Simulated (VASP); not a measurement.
Write the native input for VASP 6.6.1 that does the following.

| Item | Value |
| --- | --- |
| Task | relaxation of cell and atoms |
| Functional | PBE |
| Potentials or basis | VASP PAW PBE potentials, release 64 (Ta_pv, N) |
| Cutoff | 600 eV |
| k mesh | 11 × 11 × 6 |
| Occupations | fermi-dirac, width 0.08 eV |
| Spin | no spin polarisation |
| Target pressure | 28 GPa |
| Dipole correction | no |
| Further INCAR settings | ALGO = Normal; EDIFF = 1e-06; IBRION = 2; EDIFFG = -0.005; NSW = 60; ISIF = 3 |

The structure of TaN (NiAs type) lies in POSCAR:

```
TaN
1.0
    3.1024459581      0.0000000000      0.0000000000
   -1.5512229790      2.6867970136      0.0000000000
    0.0000000000      0.0000000000      4.8087912350
Ta N
2 2
Direct
    0.0000000000      0.0000000000      0.0000000000
    0.0000000000      0.0000000000      0.5000000000
    0.3333333333      0.6666666667      0.2500000000
    0.6666666667      0.3333333333      0.7500000000
```

The input as run:

INCAR

```
ALGO = Normal
EDIFF = 1E-6
EDIFFG = -0.005
ENCUT = 600
GGA = PE
IBRION = 2
ISIF = 3
ISMEAR = -1
LASPH = T
LCHARG = F
LREAL = F
LWAVE = F
NELM = 80
NSW = 60
PREC = Accurate
PSTRESS = 280.0
SIGMA = 0.08
```

KPOINTS

```
k-points
0
Gamma
  11 11 6
```

Potentials or basis: VASP PAW PBE potentials, release 64 (Ta_pv, N).

Launch:

```bash
$ cat potpaw_PBE.64/Ta_pv/POTCAR potpaw_PBE.64/N/POTCAR > POTCAR
$ mpirun -np 1 vasp_std > vasp.out
```

It gave:

The relaxed volume is 10.15 Å³/atom and the relaxed cell is a = 2.843 Å, b = 2.843 Å, c = 5.796 Å, α = 90.00°, β = 90.00°, γ = 120.00°. The space group after relaxing (to 0.1 Å) is P6_3/mmc (No. 194) and the energy change on relaxing (the run minimises the enthalpy) is -716.5 meV/atom. The ionic steps are 14. The pressure after relaxing is 28.0 GPa and the band gap on the k mesh is zero (bands 16 and 17 overlap by 1.18 eV).

Caveat: the cell is relaxed towards a set pressure, so the run minimises the enthalpy, not the energy; a cell axis changed by over 15 % at a fixed basis, so the end point is rough; spin-orbit coupling is left out, which moves the levels of the heavy elements.

Run time: 12 min on 1 thread of Intel Xeon 8259CL, with other jobs on the host, peak memory 0.23 GiB.
